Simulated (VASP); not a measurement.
**Al2O: single point with PBE**

Al2O, a slab with vacuum:

```
Al O
1.0
     0.00000    2.84571    2.84571
     2.84571    0.00000    2.84571
     6.84612    6.84612   -1.15470
Al O
4 2
Direct
  0.26944 0.26944 0.09583
  0.80833 0.80833 0.28750
  0.34722 0.34722 0.47917
  0.88610 0.88610 0.67084
  0.00000 0.00000 0.00000
  0.07777 0.07777 0.38334
```

```json
{
 "Program": "VASP 6.6.1",
 "Task": "single point",
 "Functional": "PBE",
 "Potentials or basis": "VASP PAW PBE potentials, release 64 (Al, O)",
 "Cutoff": "520 eV",
 "k mesh": "5 × 5 × 5",
 "Occupations": "fermi-dirac, width 0.1 eV",
 "Spin": "no spin polarisation",
 "Dipole correction": "no",
 "Further INCAR settings": "ALGO = Normal; EDIFF = 1e-07; NBANDS = 21"
}
```

| Quantity | Value |
| --- | --- |
| Largest force | 2.231 eV/Å |
| Band gap on the k mesh | zero (band 12 reaches 5.08 eV, above the bottom of band 13 at 3.56 eV) |

Forces in eV/Å, atoms in the order of the input:
```
Al  -0.902 -0.902  0.902
Al  -0.133 -0.133  0.133
Al   0.099  0.099 -0.099
Al  -0.072 -0.072  0.072
O    1.288  1.288 -1.288
O   -0.280 -0.280  0.280
```

Levels at points of the mesh, in eV from the Fermi level:
```tsv
k point	band 8	band 9	band 10	band 11	band 12	band 13	band 14	band 15	band 16	band 17
(0.00, 0.00, 0.00)	-3.13	-2.96	-2.96	-1.50	1.31	1.80	1.84	1.84	3.63	3.63
```

It took 63 s on 1 thread of Intel Xeon 6975P-C, on a shared host, peak memory 0.25 GiB.

Caveat: the k points lie up to 0.37 Å⁻¹ apart.
